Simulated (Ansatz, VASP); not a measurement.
# One calculation of MgO, two programs

```
CELL_PARAMETERS angstrom
0.00000 2.04730 2.04730
2.04730 0.00000 2.04730
2.04730 2.04730 0.00000
ATOMIC_POSITIONS crystal
Mg 0.00000 0.00000 0.00000
O 0.50000 0.50000 0.50000
```

Alike in both runs: task single point; functional PBE; k mesh 6 × 6 × 6; no spin polarisation.

|  | VASP | Ansatz |
| --- | --- | --- |
| version | VASP 6.6.1 | Ansatz 0.2 development build |
| potentials or method | VASP PAW PBE potentials, release 64 (Mg, O), cutoff 520 eV | all-electron full-potential LAPW, scalar-relativistic |
| occupations | gaussian, width 0.01 eV | fixed |

VASP gave:

```
gap on the k mesh at the Fermi level (eV) : 5.60
pressure (GPa)                            : 20.9
```

Q: What did Ansatz give for the same quantities?

A: gap on the k mesh at the Fermi level (eV): 5.61; pressure (GPa): 21.6.

Ansatz ran all-electron here, and VASP with PAW potentials.

The k mesh is coarse, so the values compare programs but aren't converged.
